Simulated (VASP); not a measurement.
A run of VASP 6.6.1:

The input POSCAR:

```
CO2
1.0
   -1.9747270000      1.9747270000      3.0140580000
    1.9747270000     -1.9747270000      3.0140580000
    1.9747270000      1.9747270000     -3.0140580000
C O
2 4
Direct
    0.7499815685      0.2499570081      0.4979913679
   -0.0042204338     -0.0019740474      0.0006826260
    0.7142384448      0.1327243924      0.0888413943
    0.3713522068      0.2846265480      0.4083756894
    0.0378303347      0.6244033142      0.9168398974
    0.8797615045      0.9597601575      0.5869385996
```

INCAR.step1

```
SYSTEM = CO2
PREC     = Accurate       ! precision mode
ENCUT    = 580            ! plane-wave cutoff, eV
ISMEAR   = -1             ! smearing method
SIGMA    = 0.01           ! smearing width, eV
LREAL    = .FALSE.        ! projectors in reciprocal space
LASPH    = .TRUE.         ! aspherical terms in the spheres
NELM     = 120            ! most SCF steps
NBANDS   = 25             ! bands
GGA      = PE             ! functional
ALGO     = Normal         ! electronic algorithm
EDIFF    = 1E-5           ! SCF threshold, eV
LWAVE    = .TRUE.         ! write WAVECAR
LCHARG   = .FALSE.        ! write CHGCAR
GGA_COMPAT= .FALSE.
```

Contents of INCAR.step2:

```
SYSTEM = CO2
PREC     = Accurate       ! precision mode
ENCUT    = 580            ! plane-wave cutoff, eV
EDIFF    = 1E-6           ! SCF threshold, eV
ISMEAR   = -1             ! smearing method
SIGMA    = 0.01           ! smearing width, eV
LREAL    = .FALSE.        ! projectors in reciprocal space
LASPH    = .TRUE.         ! aspherical terms in the spheres
NELM     = 120            ! most SCF steps
ALGO     = Normal         ! electronic algorithm
ISIF     = 2              ! what is computed and relaxed
LWAVE    = .FALSE.        ! write WAVECAR
LCHARG   = .TRUE.         ! write CHGCAR
METAGGA  = R2SCAN         ! meta-GGA
LMIXTAU  = .TRUE.       
LELF     = .TRUE.         ! ELF
LVHAR    = .TRUE.       
NBANDS   = 25             ! bands
ISTART   = 1            
GGA_COMPAT= .FALSE.
```

Contents of KPOINTS:

```
Automatic mesh
0
G
  3 3 3
  0 0 0
```

Potentials or basis: VASP PAW PBE potentials, release 64 (C, O).

Run with:

```console
$ cat potpaw_PBE.64/C/POTCAR potpaw_PBE.64/O/POTCAR > POTCAR
$ cp INCAR.step1 INCAR
$ mpirun -np 1 vasp_std > vasp.out
$ cp INCAR.step2 INCAR
$ mpirun -np 1 vasp_std > vasp.out
```

Hardware: 1 thread of Intel(R) Xeon(R) 6975P-C (Granite Rapids), on a shared host.

Question: Estimate the wall time of this run.

Answer: Run time: 32 s on 1 thread of Intel(R) Xeon(R) 6975P-C (Granite Rapids), with other jobs on the host, peak memory 0.18 GiB. Counts: k points 14.
